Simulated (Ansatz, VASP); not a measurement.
## BeS in VASP and in Ansatz

File INCAR:

```
  PREC = Accurate
  ENCUT = 600
  EDIFF = 1E-6
  ISMEAR = -1
  SIGMA = 0.08
  LREAL = False
  LASPH = True
  NELM = 120
  ALGO = Normal
  ISIF = 2
  LWAVE = False
  LCHARG = False
  GGA = CA
  NBANDS = 11
  GGA_COMPAT = False
```

KPOINTS

```
Automatic mesh
0
Gamma
  17 17 17
```

The input POSCAR:

```
BeS
1.0
    0.0000000000      1.6783374464      1.6783374464
    1.6783374464      0.0000000000      1.6783374464
    1.6783374464      1.6783374464      0.0000000000
Be S
1 1
Direct
    0.0000000000      0.0000000000      0.0000000000
    0.5000000000      0.5000000000      0.5000000000
```

Input for Ansatz:

```yaml
crystal:
  lattice:
    - [0.0, 1.6783374464, 1.6783374464]
    - [1.6783374464, 0.0, 1.6783374464]
    - [1.6783374464, 1.6783374464, 0.0]
  atoms:
    - { symbol: Be, position: [0.0, 0.0, 0.0] }
    - { symbol: S, position: [0.5, 0.5, 0.5] }
kpoints:
  mp_grid: { grid: [17, 17, 17] }
scf:
  occupations: { method: fermi_dirac, width: 0.08 }
hamiltonian:
  xc: lda
  pseudopotentials: { kind: all_electron, datasets: crystal }
output:
  forces: true
  stress: true
  eigenvalues: true
```

Change from the starting cell: volume scaled by 0.4, crystal datasets.

Alike in both runs: task single point; functional LDA; k mesh 17 × 17 × 17; occupations fermi-dirac, width 0.08 eV; no spin polarisation.

|  | VASP | Ansatz |
| --- | --- | --- |
| version | VASP 6.6.1 | Ansatz 0.2.0 |
| potentials or method | VASP PAW LDA potentials, release 64 (Be, S), cutoff 600 eV | all-electron PAW with datasets made for the crystal, scalar-relativistic |

|  | VASP | Ansatz | Ansatz less VASP |
| --- | --- | --- | --- |
| pressure (GPa) | 541.7 | 542.9 | +1.12 |

LDA's correlation is that of Perdew and Zunger in VASP and of Perdew and Wang (1992) in Ansatz. Both programs put the cell under a high pressure, so it lies far from rest at this level. Ansatz ran all-electron here, and VASP with PAW potentials.

Noted on VASP's run: the cell as given lies far from equilibrium.
